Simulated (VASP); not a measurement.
Write the native input for VASP 6.6.1 that does the following.

| Item | Value |
| --- | --- |
| Task | single point |
| Functional | PBE |
| Potentials or basis | VASP PAW PBE potentials, release 64 (Sn_d, O_h) |
| Cutoff | 910 eV |
| k mesh | 7 × 7 × 6 |
| Occupations | gaussian, width 0.028 eV |
| Spin | no spin polarisation |
| Dipole correction | no |
| Further INCAR settings | ALGO = Normal; EDIFF = 1e-06; NBANDS = 28 |

The structure of SnO lies in POSCAR:

```
SnO
1.0
    3.8136952200      0.0000000000      0.0000000000
    0.0000000000      3.8136952200      0.0000000000
    0.0000000000      0.0000000000      4.8869133000
Sn O
2 2
Direct
    0.5000000000      0.0000000000      0.7646261400
    0.0000000000      0.5000000000      0.2353738600
    0.0000000000      0.0000000000      0.0000000000
    0.5000000000      0.5000000000      0.0000000000
```

These files were run (other wordings do the same):

INCAR

```
PREC = Accurate
ENCUT = 910
EDIFF = 1E-6
ISMEAR = 0
SIGMA = 0.028000000000000004
LREAL = F
LASPH = T
NELM = 120
ALGO = Normal
ISIF = 2
LWAVE = F
LCHARG = T
GGA = PE
LELF = T
LVHAR = T
NBANDS = 28
GGA_COMPAT = F
```

KPOINTS

```
Automatic mesh
0
Gamma
  7 7 6
```

Potentials or basis: VASP PAW PBE potentials, release 64 (Sn_d, O_h).

Command:

```sh
$ cat potpaw_PBE.64/Sn_d/POTCAR potpaw_PBE.64/O_h/POTCAR > POTCAR
$ mpirun -np 1 vasp_std > vasp.out
```

Results of the run:

```yaml
Pressure: 3.7 GPa
Largest_force: 0.447 eV/Å
Band_gap_on_the_k_mesh: 0.39 eV (least direct gap 2.05 eV)
```

Caveat: the cutoff is under 1.25 times the usual one of these potentials, so pressure, stress and relaxed cells hold a basis-set (Pulay) error; the cell stands under pressure; spin-orbit coupling is left out, which moves the levels of the heavy elements; an odd mesh through Γ misses points on the zone boundary, where band edges can lie.

It took 96 s on 1 thread of AMD EPYC 9R45 96-Core Processor (Zen 5), on a shared host, peak memory 0.32 GiB.
